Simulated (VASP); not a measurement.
Here is a VASP 6.6.1 calculation.

INCAR

```
SYSTEM = ScSb2P3
PREC = Accurate
ENCUT = 600
EDIFF = 1E-6
ISMEAR = 0
SIGMA = 0.1
LREAL = .FALSE.
LASPH = .TRUE.
NELM = 60
ALGO = Fast
ISIF = 3
LWAVE = .FALSE.
LCHARG = .FALSE.
GGA = PE
IBRION = 2
NSW = 100
EDIFFG = -0.01
```

Contents of KPOINTS:

```
Automatic mesh
0
G
  10 10 4
  0 0 0
```

Contents of POSCAR:

```
ScSb2P3
1.0
    3.5484184817      0.0000000000      0.0000000000
    0.0000000000      3.5484184817      0.0000000000
    0.0000000000      0.0000000000     10.6305282316
Sc Sb P
1 2 3
Direct
    0.0000000000      0.0000000000      0.0000000000
    0.5000000000      0.5000000000      0.2616178649
    0.5000000000      0.5000000000      0.7383821351
    0.0000000000      0.5000000000      0.5000000000
    0.5000000000      0.0000000000      0.5000000000
    0.5000000000      0.5000000000      0.0000000000
```

Potentials or basis: VASP PAW PBE potentials, release 64 (Sc_sv, Sb, P).

The run is started by

```sh
$ cat potpaw_PBE.64/Sc_sv/POTCAR potpaw_PBE.64/Sb/POTCAR potpaw_PBE.64/P/POTCAR > POTCAR
$ mpirun -np 1 vasp_std > vasp.out
```

**Question.** Estimate the space group after relaxing (to 0.1 Å).

**Answer.** P4/mmm (No. 123).

**Question.** Predict the relaxed cell.

**Answer.** a = 3.507 Å, b = 3.507 Å, c = 10.958 Å, α = 90.00°, β = 90.00°, γ = 90.00°.

**Question.** What does it give for the band gap on the k mesh?

**Answer.** Zero (bands 18 and 19 overlap by 2.44 eV).

Step by step:
```csv
step,energy change (eV),largest force (eV/Å),pressure (GPa),volume (Å³)
1,0.0000,0.2006,0.02,133.85
2,-0.0055,0.1935,0.00,133.90
3,-0.0187,0.1943,0.05,134.02
4,-0.0348,0.1385,0.40,134.20
5,-0.0386,0.0923,0.10,134.83
6,-0.0400,0.0437,-0.21,135.50
7,-0.0422,0.0222,-0.11,135.16
8,-0.0431,0.0041,0.03,134.77
```

Caveat: spin-orbit coupling is left out, which moves the levels of the heavy elements.
